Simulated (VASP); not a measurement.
Write the native input for VASP 6.6.1 that does the following.

```yaml
Task: single point
Functional: PBE
Potentials_or_basis: VASP PAW PBE potentials, release 64 (Pt)
Cutoff: 520 eV
k_mesh: 17 × 17 × 9
Occupations: fermi-dirac, width 0.05 eV
Spin: no spin polarisation
Dipole_correction: no
Further_INCAR_settings: ALGO = Normal; EDIFF = 1e-07; NBANDS = 17
```

The structure of Pt lies in POSCAR:

```
Pt
1.0
    2.5879227580      0.0000000000      0.0000000000
   -1.2939613790      2.2412068515      0.0000000000
    0.0000000000      0.0000000000      4.3831587525
Pt
2
Direct
    0.3333333333      0.6666666667      0.2500000000
    0.6666666667      0.3333333333      0.7500000000
```

The input as run:

INCAR

```
SYSTEM = Pt
  ALGO = Normal
  EDIFF = 1E-7
  ENCUT = 520
  GGA = PE
  ISIF = 2
  ISMEAR = -1
  LASPH = .TRUE.
  LCHARG = .FALSE.
  LREAL = .FALSE.
  LWAVE = .FALSE.
  NBANDS = 17
  NELM = 100
  PREC = Accurate
  SIGMA = 0.05
```

KPOINTS

```
k-points
0
G
  17 17 9
  0 0 0
```

Potentials or basis: VASP PAW PBE potentials, release 64 (Pt).

Command:

```sh
$ cat potpaw_PBE.64/Pt/POTCAR > POTCAR
$ mpirun -np 1 vasp_std > vasp.out
```

Results of the run:

| Quantity | Value |
| --- | --- |
| Pressure | 91.7 GPa |
| Band gap on the k mesh | zero (band 10 reaches 15.46 eV, above the bottom of band 11 at 13.78 eV) |

Caveat: spin-orbit coupling is left out, which moves the levels of the heavy elements.

It took 26 s on 1 thread of Intel(R) Xeon(R) 6975P-C (Granite Rapids), with other jobs on the host, peak memory 0.19 GiB.
